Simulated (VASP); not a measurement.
Input of a VASP 6.6.1 run:

File POSCAR:

```
In
1.0
    3.0450626401      0.0000000000      0.0000000000
    0.0000000000      3.0450626401      0.0000000000
    0.0000000000      0.0000000000      3.0450626401
In
1
Direct
    0.0000000000      0.0000000000      0.0000000000
```

INCAR.step1

```
SYSTEM = In
PREC     = Accurate       ! precision mode
ENCUT    = 600            ! plane-wave cutoff, eV
ISMEAR   = -1             ! smearing method
SIGMA    = 0.1            ! smearing width, eV
LREAL    = .FALSE.        ! projectors in reciprocal space
LASPH    = .TRUE.         ! aspherical terms in the spheres
NELM     = 60             ! most SCF steps
GGA      = PE             ! functional
ALGO     = Normal         ! electronic algorithm
EDIFF    = 1E-4           ! SCF threshold, eV
LWAVE    = .TRUE.         ! write WAVECAR
LCHARG   = .FALSE.        ! write CHGCAR
```

INCAR.step2

```
SYSTEM = In
PREC     = Accurate       ! precision mode
ENCUT    = 600            ! plane-wave cutoff, eV
EDIFF    = 1E-7           ! SCF threshold, eV
ISMEAR   = -1             ! smearing method
SIGMA    = 0.1            ! smearing width, eV
LREAL    = .FALSE.        ! projectors in reciprocal space
LASPH    = .TRUE.         ! aspherical terms in the spheres
NELM     = 60             ! most SCF steps
ALGO     = Normal         ! electronic algorithm
ISIF     = 3              ! what is computed and relaxed
LWAVE    = .FALSE.        ! write WAVECAR
LCHARG   = .FALSE.        ! write CHGCAR
METAGGA  = R2SCAN         ! meta-GGA
LMIXTAU  = .TRUE.       
IBRION   = 2              ! ionic algorithm
NSW      = 80             ! ionic steps
EDIFFG   = -0.01          ! ionic threshold
ISTART   = 1
```

KPOINTS

```
regular mesh
0
G
  10 10 10
  0 0 0
```

Potentials or basis: VASP PAW PBE potentials, release 64 (In_d).

The run is started by

```console
$ cat potpaw_PBE.64/In_d/POTCAR > POTCAR
$ cp INCAR.step1 INCAR
$ mpirun -np 1 vasp_std > vasp.out
$ cp INCAR.step2 INCAR
$ mpirun -np 1 vasp_std > vasp.out
```

Task: Estimate the band gap on the k mesh.

Result: Zero (an odd number of electrons rules out a gap without spin polarisation).

Final structure:
```cif
data_structure
_symmetry_space_group_name_H-M 'P 1'
_symmetry_Int_Tables_number 1
_cell_length_a 3.0451
_cell_length_b 3.0451
_cell_length_c 3.0451
_cell_angle_alpha 90.000
_cell_angle_beta 90.000
_cell_angle_gamma 90.000
_cell_volume 28.24
loop_
_atom_site_label
_atom_site_type_symbol
_atom_site_fract_x
_atom_site_fract_y
_atom_site_fract_z
_atom_site_occupancy
In1 In 0.00000 0.00000 0.00000 1
```

Caveat: the relaxation stopped at its first step, so nothing moved; spin-orbit coupling is left out, which moves the levels of the heavy elements.
